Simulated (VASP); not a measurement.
# Ta2Ru (P6_3/mmc) in VASP: a series of runs

Ta2Ru is run at these levels: PBE; tasks: single point, relaxation of cell and atoms.

All numbers are computed with VASP 6.6.1; they aren't measurements. Logs are shortened: lines on timing, memory, paths and dates and some standing lists are left out, and cuts for length are marked.

### 1 The cell of the first run

The structure is hexagonal, space group P6_3/mmc (No. 194). The conventional cell has a = 2.956 Å, b = 2.956 Å, c = 11.499 Å, α = 90.00°, β = 90.00°, γ = 120.00°. Within 2.9 Å of Ta (site symmetry 3m) lie 3 Ru at 2.21 Å and 1 Ta at 2.82 Å. Ru (site symmetry -6m2) has 6 Ta at 2.21 Å within 2.9 Å.

### 2 Single point, PBE

INCAR

```
SYSTEM = Ta2Ru
PREC = Accurate ; ENCUT = 520
EDIFF = 1E-6 ; ISMEAR = 0
SIGMA = 0.1 ; LREAL = .False.
LASPH = .True. ; NELM = 60
ALGO = Normal ; ISIF = 2
LWAVE = .False. ; LCHARG = .True.
GGA = PE ; LELF = .True.
LVHAR = .True. ; NBANDS = 45
```

KPOINTS

```
regular mesh
0
Gamma
  6 6 2
  0 0 0
```

POSCAR

```
Ta2Ru
1.0
    2.9562831669      0.0000000000      0.0000000000
   -1.4781415835      2.5602163233      0.0000000000
    0.0000000000      0.0000000000     11.4987292378
Ta Ru
4 2
Direct
    0.3333333333      0.6666666667      0.6275000000
    0.6666666667      0.3333333333      0.1275000000
    0.3333333333      0.6666666667      0.8725000000
    0.6666666667      0.3333333333      0.3725000000
    0.3333333333      0.6666666667      0.2500000000
    0.6666666667      0.3333333333      0.7500000000
```

Potentials or basis: VASP PAW PBE potentials, release 64 (Ta_pv, Ru_pv).

Command:

```bash
$ cat potpaw_PBE.64/Ta_pv/POTCAR potpaw_PBE.64/Ru_pv/POTCAR > POTCAR
$ mpirun -np 1 vasp_std > vasp.out
```

OUTCAR:

```text
SYSTEM = Ta2Ru
   PREC = Accurate
   ENCUT = 520
   EDIFF = 1E-6
   ISMEAR = 0
   LREAL = .False.
   LASPH = .True.
   NELM = 60
   ISIF = 2
   GGA = PE

 ion  position               nearest neighbor table
   1  0.333  0.667  0.627-   6 2.21   6 2.21   6 2.21   3 2.82   4 3.39   4 3.39   4 3.39
   2  0.667  0.333  0.127-   5 2.21   5 2.21   5 2.21   4 2.82   3 3.39   3 3.39   3 3.39
   3  0.333  0.667  0.873-   6 2.21   6 2.21   6 2.21   1 2.82   2 3.39   2 3.39   2 3.39
   4  0.667  0.333  0.373-   5 2.21   5 2.21   5 2.21   2 2.82   1 3.39   1 3.39   1 3.39
   5  0.333  0.667  0.250-   2 2.21   4 2.21   2 2.21   4 2.21   2 2.21   4 2.21
   6  0.667  0.333  0.750-   1 2.21   3 2.21   1 2.21   3 2.21   1 2.21   3 2.21

  LATTYP: Found a hexagonal cell.
 ALAT       =     2.9562831669
 C/A-ratio  =     3.8895899305

  Lattice vectors:

 A1 = (   2.9562831669,   0.0000000000,   0.0000000000)
 A2 = (  -1.4781415835,   2.5602163233,   0.0000000000)
 A3 = (   0.0000000000,   0.0000000000,  11.4987292378)

Analysis of symmetry for initial positions (statically):
=====================================================================
 Subroutine PRICEL returns:
 Original cell was already a primitive cell.

 Routine SETGRP: Setting up the symmetry group for a
 hexagonal supercell.

 Subroutine GETGRP returns: Found 24 space group operations
 (whereof 12 operations were pure point group operations)
 out of a pool of 24 trial point group operations.

The static configuration has the point symmetry D_3d.
 The point group associated with its full space group is D_6h.

Analysis of symmetry for dynamics (positions and initial velocities):
=====================================================================
 Subroutine PRICEL returns:
 Original cell was already a primitive cell.

 Routine SETGRP: Setting up the symmetry group for a
 hexagonal supercell.

 Subroutine GETGRP returns: Found 24 space group operations
 (whereof 12 operations were pure point group operations)
 out of a pool of 24 trial point group operations.

The dynamic configuration has the point symmetry D_3d.
 The point group associated with its full space group is D_6h.

 Subroutine INISYM returns: Found 24 space group operations
 (whereof 12 operations are pure point group operations),
 and found     1 'primitive' translations

----------------------------------------------------------------------------------------

                                     Primitive cell

  volume of cell :      87.0307

  direct lattice vectors                    reciprocal lattice vectors
     2.956283167  0.000000000  0.000000000     0.338262590  0.195295997  0.000000000
    -1.478141584  2.560216323  0.000000000     0.000000000  0.390591994  0.000000000
     0.000000000  0.000000000 11.498729238     0.000000000  0.000000000  0.086966132

  length of vectors
     2.956283167  2.956283167 11.498729238     0.390591994  0.390591994  0.086966132

  position of ions in fractional coordinates (direct lattice)
     0.333333333  0.666666667  0.627500000
     0.666666667  0.333333333  0.127500000
     0.333333333  0.666666667  0.872500000
     0.666666667  0.333333333  0.372500000
     0.333333333  0.666666667  0.250000000
     0.666666667  0.333333333  0.750000000

  ion indices of the primitive-cell ions
   primitive index   ion index
                 1           1
                 2           2
                 3           3
                 4           4
                 5           5
                 6           6

----------------------------------------------------------------------------------------

 KPOINTS: regular mesh

Automatic generation of k-mesh.
 Grid dimensions read from file:
 generate k-points for:    6    6    2

 Generating k-lattice:

  Cartesian coordinates                     Fractional coordinates (reciprocal lattice)
     0.056377098  0.032549333  0.000000000     0.166666667  0.000000000  0.000000000
     0.000000000  0.065098666  0.000000000     0.000000000  0.166666667  0.000000000
     0.000000000  0.000000000  0.043483066     0.000000000  0.000000000  0.500000000

  Length of vectors
     0.065098666  0.065098666  0.043483066

  Shift w.r.t. Gamma in fractional coordinates (k-lattice)
     0.000000000  0.000000000  0.000000000

 Subroutine IBZKPT returns following result:
 ===========================================

 Found     14 irreducible k-points:

 Following reciprocal coordinates:
            Coordinates               Weight
  0.000000  0.000000  0.000000      1.000000
  0.166667 -0.000000  0.000000      6.000000
  0.333333 -0.000000  0.000000      6.000000
  0.500000  0.000000  0.000000      3.000000
  0.166667  0.166667  0.000000      6.000000
  0.333333  0.166667  0.000000     12.000000
  0.333333  0.333333  0.000000      2.000000
  0.000000  0.000000  0.500000      1.000000
  0.166667 -0.000000  0.500000      6.000000
  0.333333 -0.000000  0.500000      6.000000
  0.500000  0.000000  0.500000      3.000000
  0.166667  0.166667  0.500000      6.000000
  0.333333  0.166667  0.500000     12.000000
  0.333333  0.333333  0.500000      2.000000
   k-points           NKPTS =     14   k-points in BZ     NKDIM =     14   number of bands    NBANDS=     45
   number of dos      NEDOS =    301   number of ions     NIONS =      6
   total plane-waves  NPLWV =  51840
   dimension x,y,z NGX =    24 NGY =   24 NGZ =   90
   dimension x,y,z NGXF=    48 NGYF=   48 NGZF=  180
   ions per type =               4   2
   NGX,Y,Z   is equivalent  to a cutoff of  13.50, 13.50, 13.01 a.u.
   NGXF,Y,Z  is equivalent  to a cutoff of  26.99, 26.99, 26.02 a.u.
 SYSTEM =  Ta2Ru
   PREC   = accura    normal or accurate (medium, high low for compatibility)
   ISTART =      0    job   : 0-new  1-cont  2-samecut
   ICHARG =      2    charge: 1-file 2-atom 10-const
   ISPIN  =      1    spin polarized calculation?
   LNONCOLLINEAR =      F non collinear calculations
   LSORBIT =      F    spin-orbit coupling
   LASPH  =      T    aspherical Exc in radial PAW
   ENCUT  =  520.0 eV  38.22 Ry    6.18 a.u.   5.50  5.50 21.38*2*pi/ulx,y,z
   NELM   =     60;   NELMIN=  2; NELMDL= -5     # of ELM steps
   EDIFF  = 0.1E-05   stopping-criterion for ELM
   LREAL  =      F    real-space projection
   EDIFFG = 0.1E-04   stopping-criterion for IOM
   NSW    =      0    number of steps for IOM
   IBRION =     -1    ionic relax: 0-MD 1-quasi-New 2-CG
   NFREE  =      0    steps in history (QN), initial steepest desc. (CG)
   ISIF   =      2    stress and relaxation
   ISYM   =      2    0-nonsym 1-usesym 2-fastsym
   POTIM  = 0.5000    time-step for ionic-motion
   TEBEG  =    0.0;   TEEND  =   0.0 temperature during run
   PSTRESS=    0.0 pullay stress
   NELECT =      72.0000    total number of electrons
   NUPDOWN=      -1.0000    fix difference up-down
   EMIN   =  10.00;   EMAX   =-10.00  energy-range for DOS
   EFERMI =   0.00;   METHOD = LEGACY
   ISMEAR =     0;   SIGMA  =   0.10  broadening in eV -4-tet -1-fermi 0-gaus
   EFERMI_NEDOS =   21; number of points for ismear=-14 and -15
   IALGO  =     38    algorithm
   IMIX   =      4    mixing-type and parameters
     AMIX     =   0.40;   BMIX     =  1.00
     AMIX_MAG =   1.60;   BMIX_MAG =  1.00
  volume/ion in A,a.u.               =      14.51        97.89
  Fermi-wavevector in a.u.,A,eV,Ry     =   1.536838  2.904203 32.135215  2.361872
  Thomas-Fermi vector in A             =   2.643431
   LORBIT       =      0    0 simple, 1 ext, 2 COOP (PROOUT), +10 PAW based schemes
   GGA     = PE    functional components
   LHFCALC =     F    Hartree Fock is set to
   AEXX    =    0.0000 exact exchange contribution
   IVDW    =     0    specifies the selected vdW correction
   LEPSILON=     F    determine dielectric tensor
   LRPA    =     F    only Hartree local field effects (RPA)
 non-spin polarized calculation
 Gauss-broadening in eV      SIGMA  =   0.10
  energy-cutoff  :      520.00
  volume of cell :       87.03
 maximum number of plane-waves:      2418
 NGX is ok and might be reduce to    24
   NGX = 11   NGY = 11   NGZ = 43

 number of electron      71.9999999 magnetization

 Free energy of the ion-electron system (eV)
  ---------------------------------------------------
  ext. energy  EPLUGINS =         0.00000000
  ---------------------------------------------------
  free energy    TOTEN  =       -49.03743378 eV

  energy without entropy =      -49.02294745  energy(sigma->0) =      -49.03019061

 E-fermi :   9.6260     XC(G=0): -13.4516

 val. band max:        9.5870677575   @ k =   0.0000   0.0000   0.5000
 cond. band min:       9.6822458517   @ k =   0.1667   0.1667   0.0000
 fundamental gap:      0.0951780942
 Fermi energy:         9.6259817411

 k-point     1 :       0.0000    0.0000    0.0000
  band No.  band energies     occupation
      1     -34.8486      2.00000
      2     -34.8476      2.00000
      3     -34.4615      2.00000
      4     -34.4615      2.00000
      5     -34.4615      2.00000
      6     -34.4615      2.00000
[... 37 lines left out ...]
     44      12.6973      0.00000
     45      15.3928      0.00000

 k-point     2 :       0.1667   -0.0000    0.0000
  band No.  band energies     occupation
      1     -34.8734      2.00000
      2     -34.8731      2.00000
      3     -34.5918      2.00000
      4     -34.5913      2.00000
      5     -34.5015      2.00000
      6     -34.5015      2.00000
[... 37 lines left out ...]
     44      12.8736      0.00000
     45      14.2636      0.00000

 k-point     3 :       0.3333   -0.0000    0.0000
  band No.  band energies     occupation
      1     -34.9267      2.00000
      2     -34.9263      2.00000
      3     -34.8422      2.00000
      4     -34.8412      2.00000
      5     -34.5804      2.00000
      6     -34.5803      2.00000
[... 517 lines left out ...]
     44      12.7553      0.00000
     45      13.7459      0.00000

 k-point    14 :       0.3333    0.3333    0.5000
  band No.  band energies     occupation
      1     -34.9636      2.00000
      2     -34.9636      2.00000
      3     -34.8378      2.00000
      4     -34.8378      2.00000
      5     -34.8355      2.00000
      6     -34.8355      2.00000
[... 37 lines left out ...]
     44      12.6568      0.00000
     45      14.0356      0.00000

------------------------ aborting loop because EDIFF is reached ----------------------------------------

  FORCE on cell =-STRESS in cart. coord.  units (eV):
  Direction    XX          YY          ZZ          XY          YZ          ZX
  --------------------------------------------------------------------------------------
  -------------------------------------------------------------------------------------
  Total       68.2270658     68.2270658     88.0113926     -0.0000000      0.0000000      0.0000000
  in kB     1256.0147404   1256.0147404   1620.2309908     -0.0000000      0.0000000      0.0000000
  external PRESSURE =    1377.4201572 kB  Pullay stress =       0.0000000 kB

 VOLUME and BASIS-vectors are now :
 -----------------------------------------------------------------------------
  energy-cutoff  :      520.00
  volume of cell :       87.03
      direct lattice vectors                 reciprocal lattice vectors
     2.956283167  0.000000000  0.000000000     0.338262590  0.195295997  0.000000000
    -1.478141584  2.560216323  0.000000000     0.000000000  0.390591994  0.000000000
     0.000000000  0.000000000 11.498729238     0.000000000  0.000000000  0.086966132

 POSITION                                       TOTAL-FORCE (eV/Angst)
 -----------------------------------------------------------------------------------
     -0.00000      1.70681      7.21545        -0.000000     -0.000000    -15.895620
      1.47814      0.85341      1.46609         0.000000      0.000000    -15.895620
     -0.00000      1.70681     10.03264        -0.000000      0.000000     15.895620
      1.47814      0.85341      4.28328         0.000000      0.000000     15.895620
     -0.00000      1.70681      2.87468         0.000000     -0.000000      0.000000
      1.47814      0.85341      8.62405        -0.000000      0.000000      0.000000
 -----------------------------------------------------------------------------------
    total drift:                                0.000000     -0.000000      0.000000

  FREE ENERGIE OF THE ION-ELECTRON SYSTEM (eV)
  ---------------------------------------------------
  free  energy   TOTEN  =       -49.0374337821 eV

  energy  without entropy=      -49.0229474477  energy(sigma->0) =      -49.03019061
```

Run time: 33 s. Hardware: 1 thread of Intel Xeon 6975P-C (Granite Rapids), shared host; peak memory 0.23 GiB.

What came out:

```yaml
Free_energy: -49.0374 eV
Pressure: 137.7 GPa
Largest_force: 15.896 eV/Å
Band_gap_on_the_k_mesh: zero (filled and empty bands touch)
```

Forces in eV/Å, atoms in the order of the input:
```
Ta    0.000   0.000 -15.896
Ta    0.000   0.000 -15.896
Ta    0.000   0.000  15.896
Ta    0.000   0.000  15.896
Ru    0.000   0.000   0.000
Ru    0.000   0.000   0.000
```

Stress tensor (GPa, compression positive):
```
125.60   0.00   0.00
  0.00 125.60   0.00
  0.00   0.00 162.02
```

Caveat: the k points lie up to 0.41 Å⁻¹ apart; spin-orbit coupling is left out, which moves the levels of the heavy elements; forces of over 1 eV/Å act on the atoms, so gaps and moduli don't describe the material at rest.

[end of part 1 of 3]
